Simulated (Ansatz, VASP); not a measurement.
Mg in VASP and in Ansatz

File INCAR:

```
SYSTEM = Mg
PREC = Accurate ; ENCUT = 600
EDIFF = 1E-6 ; ISMEAR = -1
SIGMA = 0.08 ; LREAL = .False.
LASPH = .True. ; NELM = 120
ALGO = Normal ; ISIF = 2
LWAVE = .False. ; LCHARG = .False.
GGA = CA ; NBANDS = 7
GGA_COMPAT = .False.
```

File KPOINTS:

```
regular mesh
0
Gamma
  18 18 18
  0 0 0
```

POSCAR

```
Mg
1.0
    0.0000000000      1.8725041742      1.8725041742
    1.8725041742      0.0000000000      1.8725041742
    1.8725041742      1.8725041742      0.0000000000
Mg
1
Direct
    0.0000000000      0.0000000000      0.0000000000
```

Input for Ansatz:

```yaml
crystal:
  lattice:
    - [0.0, 1.8725041742, 1.8725041742]
    - [1.8725041742, 0.0, 1.8725041742]
    - [1.8725041742, 1.8725041742, 0.0]
  atoms:
    - { symbol: Mg, position: [0.0, 0.0, 0.0] }
kpoints:
  mp_grid: { grid: [18, 18, 18] }
scf:
  occupations: { method: fermi_dirac, width: 0.08 }
hamiltonian:
  xc: lda
  pseudopotentials: { kind: paw }
output:
  forces: true
  stress: true
  eigenvalues: true
  write_density: true
  write_potential: true
  elf: true
  volumetric_format: npy
```

Change from the starting cell: volume scaled by 0.603, to set the pressure.

Alike in both runs: task single point; functional LDA; k mesh 18 × 18 × 18; occupations fermi-dirac, width 0.08 eV; no spin polarisation.

```csv
,VASP,Ansatz
version,VASP 6.6.1,Ansatz 0.2.0
potentials or method,"VASP PAW LDA potentials, release 64 (Mg)","PAW with Ansatz's default frozen-core files, scalar-relativistic"
plane-wave cutoff (eV),600,420
valence electrons in the cell,2,10
```

Ansatz gave:

* pressure (GPa): 52.5

Question: Estimate VASP's values.

Answer: Pressure (GPa): 52.9.

LDA's correlation is that of Perdew and Zunger in VASP and of Perdew and Wang (1992) in Ansatz. Both programs put the cell under a high pressure, so it lies far from rest at this level. VASP's potentials hold 2 valence electrons a cell and Ansatz's 10, so a difference there can come from the potentials and not from the codes.
